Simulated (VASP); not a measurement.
# PF2 (Fd-3m) in VASP: single point with PBE+D3(BJ)

Aim: the single point of PF2 with PBE+D3(BJ).

Program: VASP 6.6.1. These are calculated values, not measurements. Logs are shortened: lines on timing, memory, paths and dates and some standing lists are left out, and cuts for length are marked.

### Step 1. The cell of the first run

Symmetry: Fd-3m, No. 227, cubic system. The conventional cell has a = 6.386 Å, b = 6.386 Å, c = 6.386 Å, α = 90.00°, β = 90.00°, γ = 90.00°. Within 3.5 Å of P (site symmetry -43m) lie 12 F at 2.65 Å and 4 P at 2.77 Å. Within 3.0 Å of F (site symmetry -3m) lie 6 F at 2.26 Å and 6 P at 2.65 Å.

The cell was generated, and may not be a known phase.

### Step 2. Single point, PBE+D3(BJ), collinear spin

Contents of INCAR:

```
SYSTEM = PF2
PREC = Accurate
ENCUT = 520
EDIFF = 1E-7
ISMEAR = 0
SIGMA = 0.1
LREAL = .FALSE.
LASPH = .TRUE.
NELM = 150
ALGO = Normal
ISIF = 2
LWAVE = .FALSE.
LCHARG = .TRUE.
ISPIN = 2
MAGMOM = 0 0 0.28 0.28 0.28 0.28
LORBIT = 11
GGA = PE
IVDW = 12
LELF = .TRUE.
LVHAR = .TRUE.
NBANDS = 32
```

Contents of KPOINTS:

```
regular mesh
0
G
  10 10 10
  0 0 0
```

Contents of POSCAR:

```
PF2
1.0
    0.0000000000      3.1931247109      3.1931247109
    3.1931247109      0.0000000000      3.1931247109
    3.1931247109      3.1931247109      0.0000000000
P F
2 4
Direct
    0.0000000000      0.0000000000      0.0000000000
    0.2500000000      0.2500000000      0.2500000000
    0.6250000000      0.6250000000      0.6250000000
    0.1250000000      0.6250000000      0.6250000000
    0.6250000000      0.6250000000      0.1250000000
    0.6250000000      0.1250000000      0.6250000000
```

Potentials or basis: VASP PAW PBE potentials, release 64 (P, F).

Run with:

```
> cat potpaw_PBE.64/P/POTCAR potpaw_PBE.64/F/POTCAR > POTCAR
> mpirun -np 1 vasp_std > vasp.out
```

OUTCAR:

```text
SYSTEM = PF2
   PREC = Accurate
   ENCUT = 520
   EDIFF = 1E-7
   ISMEAR = 0
   LREAL = .FALSE.
   LASPH = .TRUE.
   NELM = 150
   ISIF = 2
   ISPIN = 2
   LORBIT = 11
   GGA = PE
   IVDW = 12
 IVDW          = 12

 ion  position               nearest neighbor table
   1  0.000  0.000  0.000-   2 2.77   2 2.77   2 2.77   2 2.77
   2  0.250  0.250  0.250-   1 2.77   1 2.77   1 2.77   1 2.77
   3  0.625  0.625  0.625-
   4  0.125  0.625  0.625-
   5  0.625  0.625  0.125-
   6  0.625  0.125  0.625-

  LATTYP: Found a face centered cubic cell.
 ALAT       =     6.3862494218

  Lattice vectors:

 A1 = (   0.0000000000,   3.1931247109,   3.1931247109)
 A2 = (   3.1931247109,   0.0000000000,   3.1931247109)
 A3 = (   3.1931247109,   3.1931247109,   0.0000000000)

Analysis of symmetry for initial positions (statically):
=====================================================================
 Subroutine PRICEL returns:
 Original cell was already a primitive cell.

 Routine SETGRP: Setting up the symmetry group for a
 face centered cubic supercell.

 Subroutine GETGRP returns: Found 48 space group operations
 (whereof 24 operations were pure point group operations)
 out of a pool of 48 trial point group operations.

The static configuration has the point symmetry T_d .
 The point group associated with its full space group is O_h .

Analysis of symmetry for dynamics (positions and initial velocities):
=====================================================================
 Subroutine PRICEL returns:
 Original cell was already a primitive cell.

 Routine SETGRP: Setting up the symmetry group for a
 face centered cubic supercell.

 Subroutine GETGRP returns: Found 48 space group operations
 (whereof 24 operations were pure point group operations)
 out of a pool of 48 trial point group operations.

The dynamic configuration has the point symmetry T_d .
 The point group associated with its full space group is O_h .

Analysis of structural, dynamic, and magnetic symmetry:
=====================================================================
 Subroutine PRICEL returns:
 Original cell was already a primitive cell.

 Routine SETGRP: Setting up the symmetry group for a
 face centered cubic supercell.

 Subroutine GETGRP returns: Found 48 space group operations
 (whereof 24 operations were pure point group operations)
 out of a pool of 48 trial point group operations.

The overall configuration has the point symmetry T_d .
 The point group associated with its full space group is O_h .

 Subroutine INISYM returns: Found 48 space group operations
 (whereof 24 operations are pure point group operations),
 and found     1 'primitive' translations

----------------------------------------------------------------------------------------

                                     Primitive cell

  volume of cell :      65.1145

  direct lattice vectors                    reciprocal lattice vectors
     0.000000000  3.193124711  3.193124711    -0.156586430  0.156586430  0.156586430
     3.193124711  0.000000000  3.193124711     0.156586430 -0.156586430  0.156586430
     3.193124711  3.193124711  0.000000000     0.156586430  0.156586430 -0.156586430

  length of vectors
     4.515760273  4.515760273  4.515760273     0.271215653  0.271215653  0.271215653

  position of ions in fractional coordinates (direct lattice)
     0.000000000  0.000000000  0.000000000
     0.250000000  0.250000000  0.250000000
     0.625000000  0.625000000  0.625000000
     0.125000000  0.625000000  0.625000000
     0.625000000  0.625000000  0.125000000
     0.625000000  0.125000000  0.625000000

  ion indices of the primitive-cell ions
   primitive index   ion index
                 1           1
                 2           2
                 3           3
                 4           4
                 5           5
                 6           6

----------------------------------------------------------------------------------------

 KPOINTS: regular mesh

Automatic generation of k-mesh.
 Grid dimensions read from file:
 generate k-points for:   10   10   10

 Generating k-lattice:

  Cartesian coordinates                     Fractional coordinates (reciprocal lattice)
[... 44 lines left out ...]
   total plane-waves  NPLWV =  46656
   dimension x,y,z NGX =    36 NGY =   36 NGZ =   36
   dimension x,y,z NGXF=    72 NGYF=   72 NGZF=   72
   ions per type =               2   4
   NGX,Y,Z   is equivalent  to a cutoff of  13.25, 13.25, 13.25 a.u.
   NGXF,Y,Z  is equivalent  to a cutoff of  26.51, 26.51, 26.51 a.u.
 SYSTEM =  PF2
   PREC   = accura    normal or accurate (medium, high low for compatibility)
   ISTART =      0    job   : 0-new  1-cont  2-samecut
   ICHARG =      2    charge: 1-file 2-atom 10-const
   ISPIN  =      2    spin polarized calculation?
   LNONCOLLINEAR =      F non collinear calculations
   LSORBIT =      F    spin-orbit coupling
   LASPH  =      T    aspherical Exc in radial PAW
   ENCUT  =  520.0 eV  38.22 Ry    6.18 a.u.   8.40  8.40  8.40*2*pi/ulx,y,z
   NELM   =    150;   NELMIN=  2; NELMDL= -5     # of ELM steps
   EDIFF  = 0.1E-06   stopping-criterion for ELM
   LREAL  =      F    real-space projection
   EDIFFG = 0.1E-05   stopping-criterion for IOM
   NSW    =      0    number of steps for IOM
   IBRION =     -1    ionic relax: 0-MD 1-quasi-New 2-CG
   NFREE  =      0    steps in history (QN), initial steepest desc. (CG)
   ISIF   =      2    stress and relaxation
   ISYM   =      2    0-nonsym 1-usesym 2-fastsym
   POTIM  = 0.5000    time-step for ionic-motion
   TEBEG  =    0.0;   TEEND  =   0.0 temperature during run
   PSTRESS=    0.0 pullay stress
   NELECT =      38.0000    total number of electrons
   NUPDOWN=      -1.0000    fix difference up-down
   EMIN   =  10.00;   EMAX   =-10.00  energy-range for DOS
   EFERMI =   0.00;   METHOD = LEGACY
   ISMEAR =     0;   SIGMA  =   0.10  broadening in eV -4-tet -1-fermi 0-gaus
   EFERMI_NEDOS =   21; number of points for ismear=-14 and -15
   IALGO  =     38    algorithm
   IMIX   =      4    mixing-type and parameters
     AMIX     =   0.40;   BMIX     =  1.00
     AMIX_MAG =   1.60;   BMIX_MAG =  1.00
  volume/ion in A,a.u.               =      10.85        73.24
  Fermi-wavevector in a.u.,A,eV,Ry     =   1.368076  2.585288 25.465090  1.871631
  Thomas-Fermi vector in A             =   2.494072
   LORBIT       =     11    0 simple, 1 ext, 2 COOP (PROOUT), +10 PAW based schemes
   GGA     = PE    functional components
   LHFCALC =     F    Hartree Fock is set to
   AEXX    =    0.0000 exact exchange contribution
   IVDW    =    12    specifies the selected vdW correction
   LEPSILON=     F    determine dielectric tensor
   LRPA    =     F    only Hartree local field effects (RPA)
 spin polarized calculation
 Gauss-broadening in eV      SIGMA  =   0.10
  energy-cutoff  :      520.00
  volume of cell :       65.11
 maximum number of plane-waves:      1807
 NGX is ok and might be reduce to    36
   NGX = 17   NGY = 17   NGZ = 17

 number of electron      38.0000000 magnetization       1.1200000

 number of electron      38.0000005 magnetization      -1.1209738

 Free energy of the ion-electron system (eV)
  ---------------------------------------------------
  ext. energy  EPLUGINS =         0.00000000
  ---------------------------------------------------
  free energy    TOTEN  =       -17.03411144 eV

  energy without entropy =      -16.99645075  energy(sigma->0) =      -17.01528110

 E-fermi :   3.8188     XC(G=0): -11.2089

 val. band max:        3.8185757686   @ k =  -0.4000   0.2000   0.1000
 cond. band min:       3.8249925052   @ k =   0.5000   0.4000   0.0000
 fundamental gap:      0.0064167365
 Fermi energy:         3.8188410729

 spin component 1

 k-point     1 :       0.0000    0.0000    0.0000
  band No.  band energies     occupation
      1     -18.8012      1.00000
      2     -16.6766      1.00000
      3     -16.6766      1.00000
      4     -16.6766      1.00000
      5      -6.9331      1.00000
      6      -2.8295      1.00000
[... 805 lines left out ...]
     30      18.2105      0.00000
     31      19.0044      0.00000

 [... further k-points ...]

 spin component 2

 k-point     1 :       0.0000    0.0000    0.0000
  band No.  band energies     occupation
      1     -19.2391      1.00000
      2     -17.1703      1.00000
      3     -17.1703      1.00000
      4     -17.1703      1.00000
      5      -6.9907      1.00000
      6      -3.0470      1.00000
[... 805 lines left out ...]
     30      18.1805      0.00000
     31      18.9777      0.00000

 [... further k-points ...]

 [bands above 31 left out]

------------------------ aborting loop because EDIFF is reached ----------------------------------------

 Edisp (eV)   -0.94736

 E8    (eV) :    -0.3003

  FORCE on cell =-STRESS in cart. coord.  units (eV):
  Direction    XX          YY          ZZ          XY          YZ          ZX
  --------------------------------------------------------------------------------------
  -------------------------------------------------------------------------------------
  Total      -0.14330    -0.14330    -0.14330    -0.00000    -0.00000     0.00000
  in kB      -3.52594    -3.52594    -3.52594    -0.00000    -0.00000     0.00000
  external pressure =       -3.53 kB  Pullay stress =        0.00 kB

 VOLUME and BASIS-vectors are now :
 -----------------------------------------------------------------------------
  energy-cutoff  :      520.00
  volume of cell :       65.11
      direct lattice vectors                 reciprocal lattice vectors
     0.000000000  3.193124711  3.193124711    -0.156586430  0.156586430  0.156586430
     3.193124711  0.000000000  3.193124711     0.156586430 -0.156586430  0.156586430
     3.193124711  3.193124711  0.000000000     0.156586430  0.156586430 -0.156586430

 POSITION                                       TOTAL-FORCE (eV/Angst)
 -----------------------------------------------------------------------------------
      0.00000      0.00000      0.00000         0.000000      0.000000      0.000000
      1.59656      1.59656      1.59656        -0.000000     -0.000000     -0.000000
      3.99141      3.99141      3.99141         0.000000      0.000000      0.000000
      3.99141      2.39484      2.39484         0.000000      0.000000      0.000000
      2.39484      2.39484      3.99141         0.000000      0.000000      0.000000
      2.39484      3.99141      2.39484         0.000000      0.000000      0.000000
 -----------------------------------------------------------------------------------
    total drift:                                0.000000      0.000000      0.000000

  FREE ENERGIE OF THE ION-ELECTRON SYSTEM (eV)
  ---------------------------------------------------
  free  energy   TOTEN  =       -17.9814695974 eV

  energy  without entropy=      -17.9438088998  energy(sigma->0) =      -17.96263925

 total charge

# of ion       s       p       d       tot
------------------------------------------
    1        1.219   0.901   0.000   2.120
    2        1.219   0.901   0.000   2.120
    3        1.765   4.192   0.000   5.958
    4        1.765   4.192   0.000   5.958
    5        1.765   4.192   0.000   5.958
    6        1.765   4.192   0.000   5.958
--------------------------------------------------
tot          9.500  18.572   0.000  28.071

 magnetization (x)

# of ion       s       p       d       tot
------------------------------------------
    1        0.002  -0.013   0.000  -0.011
    2        0.002  -0.013   0.000  -0.011
    3       -0.001  -0.254   0.000  -0.255
    4       -0.001  -0.254   0.000  -0.255
    5       -0.001  -0.254   0.000  -0.255
    6       -0.001  -0.254   0.000  -0.255
--------------------------------------------------
tot          0.001  -1.042   0.000  -1.041
```

It took 9.3 min on 1 thread of Intel Xeon 8259CL, shared host; peak memory 0.33 GiB.

What came out:

```
Free energy                                           : -17.9815 eV
Pressure                                              : -0.4 GPa
Net moment                                            : -1.12 μB per cell
Site moments                                          : P -0.01; F -0.26 μB
Valence electrons inside the program's atomic spheres : P 2.12; F 5.96
Dispersion energy per atom                            : -0.158 eV
```

Levels at points of the mesh, in eV from the Fermi level:
Spin up:
```csv
k point,band 14,band 15,band 16,band 17,band 18,band 19,band 20,band 21,band 22,band 23
"(0.00, 0.00, 0.00)",-1.75,-1.75,-0.91,-0.91,-0.91,0.21,0.21,0.21,3.77,3.77
"(0.50, 0.00, 0.00)",-2.05,-1.79,-0.90,-0.66,-0.01,-0.01,0.42,0.42,3.46,3.46
"(0.50, 0.50, 0.00)",-2.21,-2.13,-2.13,0.02,0.02,0.32,0.32,1.53,1.53,3.45
```
Spin down:
| k point | band 16 | band 17 | band 18 | band 19 | band 20 | band 21 | band 22 | band 23 | band 24 | band 25 |
| --- | --- | --- | --- | --- | --- | --- | --- | --- | --- | --- |
| (0.00, 0.00, 0.00) | -1.24 | -1.24 | -1.24 | -0.63 | -0.63 | -0.63 | 3.66 | 3.66 | 3.66 | 11.48 |
| (0.50, 0.00, 0.00) | -1.22 | -0.70 | -0.69 | -0.69 | 0.14 | 0.14 | 3.39 | 3.39 | 3.60 | 10.99 |
| (0.50, 0.50, 0.00) | -2.55 | -0.73 | -0.73 | 0.13 | 0.13 | 1.45 | 1.45 | 3.43 | 3.43 | 10.89 |

Caveat: a moment this small can come from the mesh or the smearing.
